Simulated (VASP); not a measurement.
Write the native input for VASP 6.6.1 that does the following.

```yaml
Task: single point
Functional: PBE
Potentials_or_basis: VASP PAW PBE potentials, release 64 (Rh_pv)
Cutoff: 520 eV
k_mesh: 23 × 23 × 23
Occupations: fermi-dirac, width 0.05 eV
Spin: collinear spin, ferromagnetic start
Starting_moments: "[1.0] μB"
Dipole_correction: no
Further_INCAR_settings: ALGO = Normal; EDIFF = 1e-06; NBANDS = 18
```

The structure of Rh lies in POSCAR:

```
Rh
1.0
    0.0000000000      1.9152218604      1.9152218604
    1.9152218604      0.0000000000      1.9152218604
    1.9152218604      1.9152218604      0.0000000000
Rh
1
Direct
    0.0000000000      0.0000000000      0.0000000000
```

The input as run:

INCAR

```
  PREC = Accurate
  ENCUT = 520
  EDIFF = 1E-6
  ISMEAR = -1
  SIGMA = 0.05
  LREAL = False
  LASPH = True
  NELM = 150
  ALGO = Normal
  ISIF = 2
  LWAVE = False
  LCHARG = False
  ISPIN = 2
  MAGMOM = 1
  LORBIT = 11
  LMAXMIX = 4
  GGA = PE
  NBANDS = 18
```

KPOINTS

```
regular mesh
0
Gamma
  23 23 23
```

Potentials or basis: VASP PAW PBE potentials, release 64 (Rh_pv).

The run is started by

```sh
$ cat potpaw_PBE.64/Rh_pv/POTCAR > POTCAR
$ mpirun -np 1 vasp_std > vasp.out
```

Results of the run:

| Item | Value |
| --- | --- |
| Pressure | 0.0 GPa |
| Net moment | 0.00 μB per cell |
| Valence electrons inside the program's atomic spheres | Rh 13.75 |

Wall time 79 s on 1 thread of Intel(R) Xeon(R) Platinum 8488C (Sapphire Rapids), on a shared host, peak memory 0.24 GiB.
